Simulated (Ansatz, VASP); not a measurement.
## Two plane-wave programs on BiTe

INCAR

```
ALGO     = Normal         # electronic algorithm
EDIFF    = 1E-6           # SCF threshold, eV
ENCUT    = 520            # plane-wave cutoff, eV
GGA      = RE             # functional
ISIF     = 2              # what is computed and relaxed
ISMEAR   = -5             # smearing method
IVDW     = 13             # dispersion correction
LASPH    = True           # aspherical terms in the spheres
LCHARG   = True           # write CHGCAR
LNONCOLLINEAR= True           # non-collinear magnetism
LORBIT   = 11             # projections on sites
LREAL    = False          # projectors in reciprocal space
LVHAR    = True         
LWAVE    = False          # write WAVECAR
MAGMOM   = 0 0 0.5 0 0 0  # initial moments
NBANDS   = 33             # bands
NELM     = 150            # most SCF steps
PREC     = Accurate       # precision mode
SIGMA    = 0.05           # smearing width, eV
```

Contents of KPOINTS:

```
k-points
0
Gamma
  7 7 7
```

File POSCAR:

```
BiTe
1.0
    0.0000000000      3.2775706714      3.2775706714
    3.2775706714      0.0000000000      3.2775706714
    3.2775706714      3.2775706714      0.0000000000
Bi Te
1 1
Direct
    0.0000000000      0.0000000000      0.0000000000
    0.5000000000      0.5000000000      0.5000000000
```

File input.yaml:

```yaml
crystal:
  lattice:
    - [0.0, 3.2775706714, 3.2775706714]
    - [3.2775706714, 0.0, 3.2775706714]
    - [3.2775706714, 3.2775706714, 0.0]
  atoms:
    - { symbol: Bi, position: [0.0, 0.0, 0.0], spin: 0.5, spin_axis: [0.0, 0.0, 0.5] }
    - { symbol: Te, position: [0.5, 0.5, 0.5] }
hamiltonian:
  xc: revpbe
  pseudopotentials: { kind: paw }
  dispersion: d4
magnetization:
  noncollinear: true
  spin_orbit: false
kpoints:
  mp_grid: { grid: [7, 7, 7] }
scf:
  occupations: { method: tetrahedron }
output:
  forces: true
  stress: true
```

Alike in both runs: task single point; functional revPBE; dispersion D4; k mesh 7 × 7 × 7; occupations tetrahedron; non-collinear spin.

|  | VASP | Ansatz |
| --- | --- | --- |
| version | VASP 6.6.1 | Ansatz 0.2.0 |
| potentials or method | VASP PAW PBE potentials, release 64 (Bi_d, Te) | Ansatz PAW |
| plane-wave cutoff (eV) | 520 | 420 |
| valence electrons in the cell | 21 | 31 |

Ansatz gave:

```
gap on the k mesh at the Fermi level (eV)                     : none
pressure (GPa)                                                : -3.4
traceless stress, the component that is largest in VASP (GPa) : 0.00
net moment per atom (μB)                                      : 0.00
size of the moment on the site where the two differ most (μB) : 0.00
```

Task: What did VASP give for the same quantities?

Result: gap on the k mesh at the Fermi level (eV): none; pressure (GPa): -3.5; traceless stress, the component that is largest in VASP (GPa): 0.07; net moment per atom (μB): 0.14; size of the moment on the site where the two differ most (μB): 0.13.

The net moments are unlike, so the other rows may belong to different states. VASP's potentials were made for PBE, not for revPBE. Site moments also hang on the region over which each program counts them. A gap of «none» marks a metal or a gap that the smearing closes. VASP's potentials hold 21 valence electrons a cell and Ansatz's 31, so a difference there can come from the potentials and not from the codes.

Neither program's run includes spin-orbit coupling.
